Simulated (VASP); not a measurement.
Set up this calculation in VASP 6.6.1, as the native input.

```yaml
Task: single point
Functional: RPBE
Potentials_or_basis: VASP PAW PBE potentials, release 64 (Zr_sv, B)
Cutoff: 500 eV
k_mesh: 7 × 7 × 5
Occupations: fermi-dirac, width 0.2 eV
Spin: no spin polarisation
Dipole_correction: no
Further_INCAR_settings: ALGO = Normal; EDIFF = 1e-06; NBANDS = 16
```

The structure of ZrB2 lies in POSCAR:

```
ZrB2
1.0
    3.1700000000      0.0000000000      0.0000000000
   -1.5850000000      2.7453005300      0.0000000000
    0.0000000000      0.0000000000      3.5330000000
Zr B
1 2
Direct
    0.0000000000      0.0000000000      0.0000000000
    0.3333333333      0.6666666667      0.5000000000
    0.6666666667      0.3333333333      0.5000000000
```

One way to write it, as run:

INCAR

```
SYSTEM = ZrB2
  PREC = Accurate
  ENCUT = 500
  EDIFF = 1E-6
  ISMEAR = -1
  SIGMA = 0.2
  LREAL = .FALSE.
  LASPH = .TRUE.
  NELM = 120
  ALGO = Normal
  ISIF = 2
  LWAVE = .FALSE.
  LCHARG = .FALSE.
  GGA = RP
  NBANDS = 16
  GGA_COMPAT = .FALSE.
```

KPOINTS

```
Automatic mesh
0
G
  7 7 5
  0 0 0
```

Potentials or basis: VASP PAW PBE potentials, release 64 (Zr_sv, B).

Run with:

```bash
$ cat potpaw_PBE.64/Zr_sv/POTCAR potpaw_PBE.64/B/POTCAR > POTCAR
$ mpirun -np 1 vasp_std > vasp.out
```

Results of the run:

```
Pressure               : 4.7 GPa
Band gap on the k mesh : zero (band 9 reaches 11.11 eV, above the bottom of band 10 at 10.29 eV)
```

Caveat: the PAW data sets were made with another functional, which shifts forces and pressure a little.

Run time: 17 s on 1 thread of Intel Xeon 8259CL (shared host), peak memory 0.15 GiB.
